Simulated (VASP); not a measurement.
# Mg (Im-3m) in VASP: further runs

Mg is run at these levels: PBE; tasks: single point.

All numbers are computed with VASP 6.6.1; they aren't measurements. Logs are shortened: lines on timing, memory, paths and dates and some standing lists are left out, and cuts for length are marked.

### 1 The cell of the first run

The structure is cubic, space group Im-3m (No. 229). Conventional cell: a = 2.638 Å, b = 2.638 Å, c = 2.638 Å, α = 90.00°, β = 90.00°, γ = 90.00°. Within 3.0 Å of Mg (site symmetry m-3m) lie 14 Mg at 2.28 to 2.64 Å.

### 2 Single point, PBE (volume scaled by 0.4)

INCAR reads:

```
SYSTEM = Mg
PREC = Accurate
ENCUT = 600
EDIFF = 1E-6
ISMEAR = -1
SIGMA = 0.05
LREAL = .FALSE.
LASPH = .TRUE.
NELM = 120
ALGO = Normal
ISIF = 2
LWAVE = .FALSE.
LCHARG = .FALSE.
GGA = PE
NBANDS = 7
GGA_COMPAT = .FALSE.
```

KPOINTS reads:

```
regular mesh
0
G
  17 17 17
  0 0 0
```

POSCAR reads:

```
Mg
1.0
   -1.3187806309      1.3187806309      1.3187806309
    1.3187806309     -1.3187806309      1.3187806309
    1.3187806309      1.3187806309     -1.3187806309
Mg
1
Direct
    0.0000000000      0.0000000000      0.0000000000
```

Potentials or basis: VASP PAW PBE potentials, release 64 (Mg).

Run with:

```sh
> cat potpaw_PBE.64/Mg/POTCAR > POTCAR
> mpirun -np 1 vasp_std > vasp.out
```

OUTCAR:

```text
SYSTEM = Mg
   PREC = Accurate
   ENCUT = 600
   EDIFF = 1E-6
   ISMEAR = -1
   LREAL = .FALSE.
   LASPH = .TRUE.
   NELM = 120
   ISIF = 2
   GGA = PE

 ion  position               nearest neighbor table
   1  0.000  0.000  0.000-

  LATTYP: Found a body centered cubic cell.
 ALAT       =     2.6375612618

  Lattice vectors:

 A1 = (  -1.3187806309,   1.3187806309,   1.3187806309)
 A2 = (   1.3187806309,  -1.3187806309,   1.3187806309)
 A3 = (   1.3187806309,   1.3187806309,  -1.3187806309)

Analysis of symmetry for initial positions (statically):
=====================================================================
 Subroutine PRICEL returns:
 Original cell was already a primitive cell.

 Routine SETGRP: Setting up the symmetry group for a
 body centered cubic supercell.

 Subroutine GETGRP returns: Found 48 space group operations
 (whereof 48 operations were pure point group operations)
 out of a pool of 48 trial point group operations.

The static configuration has the point symmetry O_h .

Analysis of symmetry for dynamics (positions and initial velocities):
=====================================================================
 Subroutine PRICEL returns:
 Original cell was already a primitive cell.

 Routine SETGRP: Setting up the symmetry group for a
 body centered cubic supercell.

 Subroutine GETGRP returns: Found 48 space group operations
 (whereof 48 operations were pure point group operations)
 out of a pool of 48 trial point group operations.

The dynamic configuration has the point symmetry O_h .

 Subroutine INISYM returns: Found 48 space group operations
 (whereof 48 operations are pure point group operations),
 and found     1 'primitive' translations

----------------------------------------------------------------------------------------

                                     Primitive cell

  volume of cell :       9.1744

  direct lattice vectors                    reciprocal lattice vectors
    -1.318780631  1.318780631  1.318780631     0.000000000  0.379138113  0.379138113
     1.318780631 -1.318780631  1.318780631     0.379138113  0.000000000  0.379138113
     1.318780631  1.318780631 -1.318780631     0.379138113  0.379138113  0.000000000

  length of vectors
     2.284195057  2.284195057  2.284195057     0.536182262  0.536182262  0.536182262

  position of ions in fractional coordinates (direct lattice)
     0.000000000  0.000000000  0.000000000

  ion indices of the primitive-cell ions
   primitive index   ion index
                 1           1

----------------------------------------------------------------------------------------

 KPOINTS: regular mesh

Automatic generation of k-mesh.
 Grid dimensions read from file:
 generate k-points for:   17   17   17

 Generating k-lattice:

  Cartesian coordinates                     Fractional coordinates (reciprocal lattice)
     0.000000000  0.022302242  0.022302242     0.058823529  0.000000000  0.000000000
     0.022302242  0.000000000  0.022302242     0.000000000  0.058823529  0.000000000
     0.022302242  0.022302242  0.000000000     0.000000000  0.000000000  0.058823529

  Length of vectors
     0.031540133  0.031540133  0.031540133

  Shift w.r.t. Gamma in fractional coordinates (k-lattice)
     0.000000000  0.000000000  0.000000000

 Subroutine IBZKPT returns following result:
 ===========================================

 Found    165 irreducible k-points:

 Following reciprocal coordinates:
            Coordinates               Weight
  0.000000  0.000000  0.000000      1.000000
  0.058824  0.000000  0.000000     12.000000
  0.117647  0.000000  0.000000     12.000000
  0.176471  0.000000  0.000000     12.000000
  0.235294  0.000000  0.000000     12.000000
  0.294118  0.000000  0.000000     12.000000
[... 16 lines left out ...]
  0.411765  0.117647 -0.000000     48.000000
  0.176471  0.176471  0.000000     24.000000
 [... further k-points ...]
   k-points           NKPTS =    165   k-points in BZ     NKDIM =    165   number of bands    NBANDS=      7
   number of dos      NEDOS =    301   number of ions     NIONS =      1
   total plane-waves  NPLWV =   5832
   dimension x,y,z NGX =    18 NGY =   18 NGZ =   18
   dimension x,y,z NGXF=    36 NGYF=   36 NGZF=   36
   ions per type =               1
   NGX,Y,Z   is equivalent  to a cutoff of  13.10, 13.10, 13.10 a.u.
   NGXF,Y,Z  is equivalent  to a cutoff of  26.20, 26.20, 26.20 a.u.
 SYSTEM =  Mg
   PREC   = accura    normal or accurate (medium, high low for compatibility)
   ISTART =      0    job   : 0-new  1-cont  2-samecut
   ICHARG =      2    charge: 1-file 2-atom 10-const
   ISPIN  =      1    spin polarized calculation?
   LNONCOLLINEAR =      F non collinear calculations
   LSORBIT =      F    spin-orbit coupling
   LASPH  =      T    aspherical Exc in radial PAW
   ENCUT  =  600.0 eV  44.10 Ry    6.64 a.u.   4.56  4.56  4.56*2*pi/ulx,y,z
   NELM   =    120;   NELMIN=  2; NELMDL= -5     # of ELM steps
   EDIFF  = 0.1E-05   stopping-criterion for ELM
   LREAL  =      F    real-space projection
   EDIFFG = 0.1E-04   stopping-criterion for IOM
   NSW    =      0    number of steps for IOM
   IBRION =     -1    ionic relax: 0-MD 1-quasi-New 2-CG
   NFREE  =      0    steps in history (QN), initial steepest desc. (CG)
   ISIF   =      2    stress and relaxation
   ISYM   =      2    0-nonsym 1-usesym 2-fastsym
   POTIM  = 0.5000    time-step for ionic-motion
   TEBEG  =    0.0;   TEEND  =   0.0 temperature during run
   PSTRESS=    0.0 pullay stress
   NELECT =       2.0000    total number of electrons
   NUPDOWN=      -1.0000    fix difference up-down
   EMIN   =  10.00;   EMAX   =-10.00  energy-range for DOS
   EFERMI =   0.00;   METHOD = LEGACY
   ISMEAR =    -1;   SIGMA  =   0.05  broadening in eV -4-tet -1-fermi 0-gaus
   EFERMI_NEDOS =   21; number of points for ismear=-14 and -15
   IALGO  =     38    algorithm
   IMIX   =      4    mixing-type and parameters
     AMIX     =   0.40;   BMIX     =  1.00
     AMIX_MAG =   1.60;   BMIX_MAG =  1.00
  volume/ion in A,a.u.               =       9.17        61.91
  Fermi-wavevector in a.u.,A,eV,Ry     =   0.985278  1.861906 13.208174  0.970773
  Thomas-Fermi vector in A             =   2.116574
   LORBIT       =      0    0 simple, 1 ext, 2 COOP (PROOUT), +10 PAW based schemes
   GGA     = PE    functional components
   LHFCALC =     F    Hartree Fock is set to
   AEXX    =    0.0000 exact exchange contribution
   IVDW    =     0    specifies the selected vdW correction
   LEPSILON=     F    determine dielectric tensor
   LRPA    =     F    only Hartree local field effects (RPA)
 non-spin polarized calculation
  energy-cutoff  :      600.00
  volume of cell :        9.17
 maximum number of plane-waves:       321
   NGX =  9   NGY =  9   NGZ =  9

 number of electron       2.0000000 magnetization

 Free energy of the ion-electron system (eV)
  ---------------------------------------------------
  ext. energy  EPLUGINS =         0.00000000
  ---------------------------------------------------
  free energy    TOTEN  =         2.41554186 eV

  energy without entropy =        2.41728721  energy(sigma->0) =        2.41641453

 E-fermi :   9.8860     XC(G=0): -11.9046

 val. band max:        9.7871436707   @ k =   0.4118   0.1176  -0.0000
 cond. band min:       9.8943559961   @ k =  -0.4118  -0.4118   0.1765
 fundamental gap:      0.1072123254
 Fermi energy:         9.8860442327

 k-point     1 :       0.0000    0.0000    0.0000
  band No.  band energies     occupation
      1      -1.8447      2.00000
      2      30.5268      0.00000
      3      30.5268      0.00000
      4      30.5268      0.00000
      5      33.8187      0.00000
      6      33.8187      0.00000
      7      36.0405      0.00000

 k-point     2 :       0.0588    0.0000    0.0000
  band No.  band energies     occupation
      1      -1.6909      2.00000
      2      29.1781      0.00000
      3      29.6735      0.00000
      4      30.4998      0.00000
      5      32.5842      0.00000
      6      32.9177      0.00000
      7      37.1524      0.00000

 k-point     3 :       0.1176    0.0000    0.0000
  band No.  band energies     occupation
      1      -1.2332      2.00000
      2      26.0430      0.00000
      3      28.0731      0.00000
      4      30.4276      0.00000
      5      31.6126      0.00000
      6      32.4224      0.00000
      7      39.0075      0.00000

 k-point     4 :       0.1765    0.0000    0.0000
  band No.  band energies     occupation
      1      -0.4826      2.00000
      2      22.7513      0.00000
      3      26.4799      0.00000
      4      30.3313      0.00000
      5      30.4681      0.00000
      6      32.6250      0.00000
      7      40.6781      0.00000

 k-point     5 :       0.2353    0.0000    0.0000
  band No.  band energies     occupation
      1       0.5437      2.00000
      2      19.6302      0.00000
      3      25.0857      0.00000
      4      29.5428      0.00000
      5      30.2328      0.00000
      6      32.8031      0.00000
      7      41.5215      0.00000
[... 161 lines left out ...]
 k-point    22 :       0.3529    0.1176    0.0000
  band No.  band energies     occupation
      1       5.4074      2.00000
      2      11.8722      0.00000
      3      19.9504      0.00000
      4      28.4303      0.00000
      5      29.8441      0.00000
      6      35.6196      0.00000
      7      39.4601      0.00000

 k-point    23 :       0.4118    0.1176   -0.0000
  band No.  band energies     occupation
      1       7.1425      2.00000
      2       9.7871      1.75694
      3      19.6861      0.00000
      4      28.2528      0.00000
      5      29.7404      0.00000
      6      35.6496      0.00000
      7      39.5789      0.00000

 k-point    24 :       0.1765    0.1765    0.0000
  band No.  band energies     occupation
      1       2.1017      2.00000
      2      17.6900      0.00000
      3      20.3977      0.00000
      4      28.9926      0.00000
      5      30.9063      0.00000
      6      35.6188      0.00000
      7      40.3125      0.00000

 [... further k-points ...]
[... 5 lines left out ...]
  --------------------------------------------------------------------------------------
  -------------------------------------------------------------------------------------
  Total       11.1448342     11.1448342     11.1448342      0.0000000      0.0000000     -0.0000000
  in kB     1946.2853852   1946.2853852   1946.2853852      0.0000000      0.0000000     -0.0000000
  external PRESSURE =    1946.2853852 kB  Pullay stress =       0.0000000 kB

 VOLUME and BASIS-vectors are now :
 -----------------------------------------------------------------------------
  energy-cutoff  :      600.00
  volume of cell :        9.17
      direct lattice vectors                 reciprocal lattice vectors
    -1.318780631  1.318780631  1.318780631     0.000000000  0.379138113  0.379138113
     1.318780631 -1.318780631  1.318780631     0.379138113  0.000000000  0.379138113
     1.318780631  1.318780631 -1.318780631     0.379138113  0.379138113  0.000000000

 POSITION                                       TOTAL-FORCE (eV/Angst)
 -----------------------------------------------------------------------------------
      0.00000      0.00000      0.00000         0.000000     -0.000000     -0.000000
 -----------------------------------------------------------------------------------
    total drift:                                0.000000     -0.000000      0.000000

  FREE ENERGIE OF THE ION-ELECTRON SYSTEM (eV)
  ---------------------------------------------------
  free  energy   TOTEN  =         2.4155418596 eV

  energy  without entropy=        2.4172872100  energy(sigma->0) =        2.41641453
```

It took 8.1 s on 1 thread of AMD EPYC 7R43 (Zen 3), shared host; peak memory 0.09 GiB.

Results:

| Property | Result |
| --- | --- |
| Free energy | 2.4155 eV |
| Pressure | 194.6 GPa |
| Band gap on the k mesh | zero (band 1 reaches 12.90 eV, above the bottom of band 2 at 8.97 eV) |

### 3 Single point, PBE (volume scaled by 0.4)

INCAR reads:

```
PREC = Accurate ; ENCUT = 600
EDIFF = 1E-6 ; ISMEAR = -1
SIGMA = 0.05 ; LREAL = F
LASPH = T ; NELM = 120
ALGO = Normal ; ISIF = 2
LWAVE = F ; LCHARG = F
GGA = PE ; NBANDS = 7
GGA_COMPAT = F
```

KPOINTS reads:

```
regular mesh
0
Gamma
  17 17 17
```

POSCAR is that of step 2.

Potentials or basis: VASP PAW PBE potentials, release 64 (Mg).

Run with:

```sh
> cat potpaw_PBE.64/Mg/POTCAR > POTCAR
> mpirun -np 1 vasp_std > vasp.out
```

It took 8.2 s on 1 thread of AMD EPYC 7R43 (Zen 3), shared host; peak memory 0.09 GiB.

The run converged. Its results:

```
Free energy            : 2.4155 eV
Pressure               : 194.6 GPa
Band gap on the k mesh : zero (band 1 reaches 12.90 eV, above the bottom of band 2 at 8.97 eV)
```

Levels at points of the mesh, in eV from the Fermi level:
| k point | band 1 | band 2 | band 3 | band 4 | band 5 | band 6 |
| --- | --- | --- | --- | --- | --- | --- |
| (0.00, 0.00, 0.00) | -11.73 | 20.64 | 20.64 | 20.64 | 23.93 | 23.93 |

### 4 Single point, PBE (volume scaled by 0.5)

INCAR reads:

```
PREC     = Accurate       # precision mode
ENCUT    = 600            # plane-wave cutoff, eV
EDIFF    = 1E-6           # SCF threshold, eV
ISMEAR   = -1             # smearing method
SIGMA    = 0.05           # smearing width, eV
LREAL    = F              # projectors in reciprocal space
LASPH    = T              # aspherical terms in the spheres
NELM     = 120            # most SCF steps
ALGO     = Normal         # electronic algorithm
ISIF     = 2              # what is computed and relaxed
LWAVE    = F              # write WAVECAR
LCHARG   = F              # write CHGCAR
GGA      = PE             # functional
NBANDS   = 7              # bands
GGA_COMPAT= F
```

KPOINTS is that of step 3.

POSCAR reads:

```
Mg
1.0
   -1.4206133699      1.4206133699      1.4206133699
    1.4206133699     -1.4206133699      1.4206133699
    1.4206133699      1.4206133699     -1.4206133699
Mg
1
Direct
    0.0000000000      0.0000000000      0.0000000000
```

Run with:

```sh
> cat potpaw_PBE.64/Mg/POTCAR > POTCAR
> mpirun -np 1 vasp_std > vasp.out
```

Run time: 10 s. Hardware: 1 thread of AMD EPYC 7R43 (Zen 3), shared host; peak memory 0.1 GiB.

The run converged. Its results:

```yaml
Free_energy: 0.4357 eV
Pressure: 95.5 GPa
Band_gap_on_the_k_mesh: zero (band 1 reaches 10.81 eV, above the bottom of band 2 at 6.74 eV)
```

Levels at points of the mesh, in eV from the Fermi level:
| k point | band 1 | band 2 | band 3 | band 4 | band 5 | band 6 |
| --- | --- | --- | --- | --- | --- | --- |
| (0.00, 0.00, 0.00) | -10.47 | 18.51 | 18.51 | 18.51 | 21.42 | 21.42 |
